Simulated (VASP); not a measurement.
# SnO (Cmc2_1) in VASP: single point with PBE

Aim: the single point of SnO with PBE.

All numbers are computed with VASP 6.6.1; they aren't measurements. Logs are shortened: lines on timing, memory, paths and dates and some standing lists are left out, and cuts for length are marked.

### 1 The cell of the first run

Symmetry: Cmc2_1, No. 36, orthorhombic system. The conventional cell has a = 5.000 Å, b = 5.720 Å, c = 11.120 Å, α = 90.00°, β = 90.00°, γ = 90.00°. Within 2.8 Å of Sn (site symmetry m) lie 4 O at 2.15 to 2.53 Å. Sn (site symmetry m) has 2 O at 1.99 Å within 2.6 Å. Within 2.4 Å of O (site symmetry 1) lie 1 O at 1.80 Å and 2 Sn at 1.99 to 2.15 Å.

### 2 Single point, PBE

Contents of INCAR:

```
ALGO = Normal
EDIFF = 1E-6
ENCUT = 520
GGA = PE
ISIF = 2
ISMEAR = 0
LASPH = True
LCHARG = True
LELF = True
LREAL = False
LVHAR = True
LWAVE = False
NBANDS = 50
NELM = 80
PREC = Accurate
SIGMA = 0.05
```

Contents of KPOINTS:

```
k-points
0
Gamma
  8 8 4
```

Contents of POSCAR:

```
SnO
1.0
    2.5000000000     -2.8600000000      0.0000000000
    2.5000000000      2.8600000000      0.0000000000
    0.0000000000      0.0000000000     11.1200000000
Sn O
4 4
Direct
    0.0000000000      0.0000000000      0.0000000000
    0.0000000000      0.0000000000      0.5000000000
    0.5590000000      0.4410000000      0.2540000000
    0.4410000000      0.5590000000      0.7540000000
    0.9300000000      0.4300000000      0.3800000000
    0.0700000000      0.5700000000      0.8800000000
    0.5700000000      0.0700000000      0.3800000000
    0.4300000000      0.9300000000      0.8800000000
```

Potentials or basis: VASP PAW PBE potentials, release 64 (Sn_d, O).

The run is started by

```sh
$ cat potpaw_PBE.64/Sn_d/POTCAR potpaw_PBE.64/O/POTCAR > POTCAR
$ mpirun -np 1 vasp_std > vasp.out
```

OUTCAR:

```text
EDIFF = 1E-6
   ENCUT = 520
   GGA = PE
   ISIF = 2
   ISMEAR = 0
   LASPH = True
   LREAL = False
   NELM = 80
   PREC = Accurate

 ion  position               nearest neighbor table
   1  0.000  0.000  0.000-   6 2.15   8 2.15   6 2.53   8 2.53   4 3.72   4 3.72   4 3.72
   2  0.000  0.000  0.500-   5 2.15   7 2.15   7 2.53   5 2.53   3 3.72   3 3.72   3 3.72
   3  0.559  0.441  0.254-   5 1.99   7 1.99   7 2.77   5 2.77   2 3.72   2 3.72   2 3.72
   4  0.441  0.559  0.754-   6 1.99   8 1.99   6 2.77   8 2.77   1 3.72   1 3.72   1 3.72
   5  0.930  0.430  0.380-   7 1.80   3 1.99   2 2.15   2 2.53   3 2.77
   6  0.070  0.570  0.880-   8 1.80   4 1.99   1 2.15   1 2.53   4 2.77
   7  0.570  0.070  0.380-   5 1.80   3 1.99   2 2.15   2 2.53   3 2.77
   8  0.430  0.930  0.880-   6 1.80   4 1.99   1 2.15   1 2.53   4 2.77

  LATTYP: Found a base centered orthorhombic cell.
 ALAT       =     5.0000000000
 B/A-ratio  =     1.1440000000
 C/A-ratio  =     2.2240000000

  Lattice vectors:

 A1 = (   2.5000000000,  -2.8600000000,   0.0000000000)
 A2 = (   2.5000000000,   2.8600000000,   0.0000000000)
 A3 = (   0.0000000000,   0.0000000000,  11.1200000000)

Analysis of symmetry for initial positions (statically):
=====================================================================
 Subroutine PRICEL returns:
 Original cell was already a primitive cell.

 Routine SETGRP: Setting up the symmetry group for a
 base centered orthorhombic supercell.

 Subroutine GETGRP returns: Found  4 space group operations
 (whereof  2 operations were pure point group operations)
 out of a pool of  8 trial point group operations.

The static configuration has the point symmetry C_1h.
 The point group associated with its full space group is C_2v.

Analysis of symmetry for dynamics (positions and initial velocities):
=====================================================================
 Subroutine PRICEL returns:
 Original cell was already a primitive cell.

 Routine SETGRP: Setting up the symmetry group for a
 base centered orthorhombic supercell.

 Subroutine GETGRP returns: Found  4 space group operations
 (whereof  2 operations were pure point group operations)
 out of a pool of  8 trial point group operations.

The dynamic configuration has the point symmetry C_1h.
 The point group associated with its full space group is C_2v.

[... 108 lines left out ...]
   ENCUT  =  520.0 eV  38.22 Ry    6.18 a.u.   7.06  7.06 20.68*2*pi/ulx,y,z
   NELM   =     80;   NELMIN=  2; NELMDL= -5     # of ELM steps
   EDIFF  = 0.1E-05   stopping-criterion for ELM
   LREAL  =      F    real-space projection
   EDIFFG = 0.1E-04   stopping-criterion for IOM
   NSW    =      0    number of steps for IOM
   IBRION =     -1    ionic relax: 0-MD 1-quasi-New 2-CG
   NFREE  =      0    steps in history (QN), initial steepest desc. (CG)
   ISIF   =      2    stress and relaxation
   ISYM   =      2    0-nonsym 1-usesym 2-fastsym
   POTIM  = 0.5000    time-step for ionic-motion
   TEBEG  =    0.0;   TEEND  =   0.0 temperature during run
   PSTRESS=    0.0 pullay stress
   NELECT =      80.0000    total number of electrons
   NUPDOWN=      -1.0000    fix difference up-down
   EMIN   =  10.00;   EMAX   =-10.00  energy-range for DOS
   EFERMI =   0.00;   METHOD = LEGACY
   ISMEAR =     0;   SIGMA  =   0.05  broadening in eV -4-tet -1-fermi 0-gaus
   EFERMI_NEDOS =   21; number of points for ismear=-14 and -15
   IALGO  =     38    algorithm
   IMIX   =      4    mixing-type and parameters
     AMIX     =   0.40;   BMIX     =  1.00
     AMIX_MAG =   1.60;   BMIX_MAG =  1.00
  volume/ion in A,a.u.               =      19.88       134.14
  Fermi-wavevector in a.u.,A,eV,Ry     =   1.302041  2.460500 23.066092  1.695310
  Thomas-Fermi vector in A             =   2.433135
   LORBIT       =      0    0 simple, 1 ext, 2 COOP (PROOUT), +10 PAW based schemes
   GGA     = PE    functional components
   LHFCALC =     F    Hartree Fock is set to
   AEXX    =    0.0000 exact exchange contribution
   IVDW    =     0    specifies the selected vdW correction
   LEPSILON=     F    determine dielectric tensor
   LRPA    =     F    only Hartree local field effects (RPA)
 non-spin polarized calculation
 Gauss-broadening in eV      SIGMA  =   0.05
  energy-cutoff  :      520.00
  volume of cell :      159.02
 maximum number of plane-waves:      4324
   NGX = 15   NGY = 15   NGZ = 41

 number of electron      80.0000004 magnetization

 Free energy of the ion-electron system (eV)
  ---------------------------------------------------
  ext. energy  EPLUGINS =         0.00000000
  ---------------------------------------------------
  free energy    TOTEN  =       -37.82955990 eV

  energy without entropy =      -37.82554612  energy(sigma->0) =      -37.82755301

 E-fermi :   6.3512     XC(G=0):  -9.6254

 val. band max:        6.3358559398   @ k =  -0.1250   0.1250   0.0000
 cond. band min:       6.3574390815   @ k =  -0.2500   0.2500   0.0000
 fundamental gap:      0.0215831416
 Fermi energy:         6.3512248357

 k-point     1 :       0.0000    0.0000    0.0000
  band No.  band energies     occupation
      1     -16.4321      2.00000
      2     -16.4279      2.00000
      3     -16.0382      2.00000
      4     -16.0329      2.00000
      5     -15.8449      2.00000
      6     -15.8401      2.00000
[... 1261 lines left out ...]
     49      11.3599      0.00000
     50      11.8018      0.00000

 [... further k-points ...]
[... 5 lines left out ...]
  --------------------------------------------------------------------------------------
  -------------------------------------------------------------------------------------
  Total       30.5695479      0.3229131     -0.5680833      0.0000000      0.0000000      0.0000000
  in kB      308.0057143      3.2535344     -5.7237647      0.0000000      0.0000000      0.0000000
  external PRESSURE =     101.8451613 kB  Pullay stress =       0.0000000 kB

 VOLUME and BASIS-vectors are now :
 -----------------------------------------------------------------------------
  energy-cutoff  :      520.00
  volume of cell :      159.02
      direct lattice vectors                 reciprocal lattice vectors
     2.500000000 -2.860000000  0.000000000     0.200000000 -0.174825175  0.000000000
     2.500000000  2.860000000  0.000000000     0.200000000  0.174825175  0.000000000
     0.000000000  0.000000000 11.120000000     0.000000000  0.000000000  0.089928058

 POSITION                                       TOTAL-FORCE (eV/Angst)
 -----------------------------------------------------------------------------------
      0.00000      0.00000      0.00000         0.000000      0.946491     -1.033065
      0.00000      0.00000      5.56000         0.000000     -0.946491     -1.033065
      2.50000     -0.33748      2.82448         0.000000      2.244670     -1.176151
      2.50000      0.33748      8.38448         0.000000     -2.244670     -1.176151
      3.40000     -1.43000      4.22560         8.828102     -0.591811      1.104608
      1.60000      1.43000      9.78560        -8.828102      0.591811      1.104608
      1.60000     -1.43000      4.22560        -8.828102     -0.591811      1.104608
      3.40000      1.43000      9.78560         8.828102      0.591811      1.104608
 -----------------------------------------------------------------------------------
    total drift:                                0.000000     -0.000000      0.000705

  FREE ENERGIE OF THE ION-ELECTRON SYSTEM (eV)
  ---------------------------------------------------
  free  energy   TOTEN  =       -37.8295598966 eV

  energy  without entropy=      -37.8255461224  energy(sigma->0) =      -37.82755301
```

OSZICAR:

```text
N       E                     dE             d eps       ncg     rms          rms(c)
DAV:   1     0.105833645405E+04    0.10583E+04   -0.37742E+04  6886   0.234E+03
DAV:   2     0.171214485326E+03   -0.88712E+03   -0.84782E+03  6476   0.683E+02
DAV:   3    -0.290529277537E+02   -0.20027E+03   -0.18803E+03  7260   0.245E+02
DAV:   4    -0.474659164772E+02   -0.18413E+02   -0.17968E+02  7550   0.772E+01
DAV:   5    -0.480764724866E+02   -0.61056E+00   -0.60882E+00  7374   0.146E+01    0.192E+01
DAV:   6    -0.396590200038E+02    0.84175E+01   -0.45210E+01  8692   0.643E+01    0.133E+01
DAV:   7    -0.379242623301E+02    0.17348E+01   -0.10436E+01  8200   0.204E+01    0.369E+00
DAV:   8    -0.378574509704E+02    0.66811E-01   -0.13510E+00  8454   0.694E+00    0.213E+00
DAV:   9    -0.378590187262E+02   -0.15678E-02   -0.20015E-01  9464   0.363E+00    0.164E+00
DAV:  10    -0.378304374136E+02    0.28581E-01   -0.13649E-01  9116   0.340E+00    0.421E-01
DAV:  11    -0.378289811474E+02    0.14563E-02   -0.13265E-02  8420   0.102E+00    0.129E-01
DAV:  12    -0.378295880376E+02   -0.60689E-03   -0.29696E-03  7540   0.364E-01    0.667E-02
DAV:  13    -0.378295713832E+02    0.16654E-04   -0.25944E-04  9122   0.110E-01    0.366E-02
DAV:  14    -0.378295643788E+02    0.70044E-05   -0.43001E-05  7672   0.343E-02    0.168E-02
DAV:  15    -0.378295612304E+02    0.31485E-05   -0.27160E-05  7160   0.390E-02    0.118E-02
DAV:  16    -0.378295598787E+02    0.13516E-05   -0.68525E-06  6892   0.169E-02    0.443E-03
DAV:  17    -0.378295598966E+02   -0.17881E-07   -0.87845E-07  3612   0.559E-03
   1 F= -.37829560E+02 E0= -.37827553E+02  d E =-.401377E-02
```

stdout:

```text
POSCAR found type information on POSCAR SnO
 POSCAR found :  2 types and       8 ions
 scaLAPACK will be used
 LDA part: xc-table for (Slater+PW92), standard interpolation
 POSCAR, INCAR and KPOINTS ok, starting setup
 FFT: planning ... GRIDC
 FFT: planning ... GRID_SOFT
 FFT: planning ... GRID
 WAVECAR not read
 entering main loop
```

It took 12 min on 1 thread of AMD EPYC 7R43 (Zen 3), shared host; peak memory 0.43 GiB.

What came out:

- Free energy: -37.8296 eV
- Pressure: 10.2 GPa
- Largest force: 8.917 eV/Å
- Band gap on the k mesh: zero (band 40 reaches 6.40 eV, above the bottom of band 41 at 6.05 eV)

Forces on the atoms (eV/Å):
```
Sn   0.000  0.946 -1.033
Sn   0.000 -0.946 -1.033
Sn   0.000  2.245 -1.176
Sn   0.000 -2.245 -1.176
O    8.828 -0.592  1.105
O   -8.828  0.592  1.105
O   -8.828 -0.592  1.105
O    8.828  0.592  1.105
```

Stress tensor (GPa, compression positive):
```
30.80  0.00  0.00
 0.00  0.33  0.00
 0.00  0.00 -0.57
```

Levels at points of the mesh, in eV from the Fermi level:
```
           k point  band 36  band 37  band 38  band 39  band 40  band 41  band 42  band 43  band 44  band 45
(0.00, 0.00, 0.00)    -3.29    -3.28    -1.58    -0.09    -0.05     0.85     2.22     2.31     2.58     2.98
(0.50, 0.00, 0.00)    -3.65    -2.95    -2.62    -1.58    -1.38     0.83     0.85     1.15     1.32     3.64
(0.50, 0.50, 0.00)    -2.84    -2.35    -2.35    -0.87    -0.70    -0.04     0.34     0.42     1.37     1.47
(0.00, 0.00, 0.50)    -3.29    -2.56    -2.56    -0.07    -0.07     1.50     1.50     2.72     2.72     2.83
(0.50, 0.00, 0.50)    -3.80    -2.90    -2.90    -1.41    -1.41     0.64     0.64     1.45     1.45     3.61
(0.50, 0.50, 0.50)    -2.90    -2.35    -2.35    -0.45    -0.45    -0.30    -0.30     0.62     0.62     2.59
```

Caveat: spin-orbit coupling is left out, which moves the levels of the heavy elements; forces of over 1 eV/Å act on the atoms, so gaps and moduli don't describe the material at rest.
